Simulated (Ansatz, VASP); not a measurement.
**One calculation of GdO, two programs**

INCAR

```
SYSTEM = GdO
PREC = Accurate ; ENCUT = 520
EDIFF = 1E-6 ; ISMEAR = 0
SIGMA = 0.05 ; LREAL = .False.
LASPH = .True. ; NELM = 150
ALGO = Normal ; ISIF = 2
LWAVE = .False. ; LCHARG = .True.
ISPIN = 2 ; MAGMOM = 7.7 0.02
LORBIT = 11 ; LMAXMIX = 6
LDAU = .True. ; LDAUTYPE = 2
LDAUL = 3 -1 ; LDAUU = 6 0
LDAUJ = 0 0 ; LDAUPRINT = 1
GGA = PE ; LELF = .True.
LVHAR = .True. ; NBANDS = 23
```

Contents of KPOINTS:

```
regular mesh
0
Gamma
  8 8 8
  0 0 0
```

Contents of POSCAR:

```
GdO
1.0
    0.0000000000      2.6628728225      2.6628728225
    2.6628728225      0.0000000000      2.6628728225
    2.6628728225      2.6628728225      0.0000000000
Gd O
1 1
Direct
    0.0000000000      0.0000000000      0.0000000000
    0.2500000000      0.2500000000      0.2500000000
```

Input for Ansatz:

```yaml
crystal:
  lattice:
    - [0.0, 2.6628728225, 2.6628728225]
    - [2.6628728225, 0.0, 2.6628728225]
    - [2.6628728225, 2.6628728225, 0.0]
  atoms:
    - { symbol: Gd, position: [0.0, 0.0, 0.0], spin: 7.73 }
    - { symbol: O, position: [0.25, 0.25, 0.25] }
basis:
  ecutwfc: 420
  ecutrho_ratio: 4
kpoints:
  mp_grid: { grid: [8, 8, 8] }
hamiltonian:
  xc: pbe
  hubbard:
    sites:
      - { species: Gd, l: f, u_eff: 6.0, starting_ns: start.occupation_matrices }
    ns_hold: { iters: 6 }
scf:
  occupations: { method: gaussian, width: 0.05 }
  lower_state_search: "off"
output:
  forces: true
  stress: true
  eigenvalues: true
  populations: true
  hubbard: { sites: [{ species: Gd, l: f }] }
magnetization:
  spin_polarized: true
```

Alike in both runs: task single point; functional PBE; k mesh 8 × 8 × 8; occupations gaussian, width 0.05 eV; collinear spin; Hubbard terms Gd f U = 6.0 eV.

|  | VASP | Ansatz |
| --- | --- | --- |
| version | VASP 6.6.1 | Ansatz 0.2.0 |
| potentials or method | VASP PAW PBE potentials, release 64 (Gd, O), cutoff 520 eV | scalar-relativistic, plane waves, PAW |
| valence electrons in the cell | 24 | 24 |

```csv
,VASP,Ansatz,Ansatz less VASP
gap on the k mesh at the Fermi level (eV),none,none,-
pressure (GPa),4.4,4.3,-0.06
net moment per atom (μB),3.97,3.97,0.000
size of the moment on the site where the two differ most (μB),7.07,7.00,-0.070
```

Site moments also hang on the region over which each program counts them. The programs project onto different local orbitals, so the same U acts differently, and such runs can settle in different states. A gap of «none» marks a metal or a gap that the smearing closes. Ansatz's warnings: filled band counts differ across k points.

Spin-orbit coupling is off throughout.
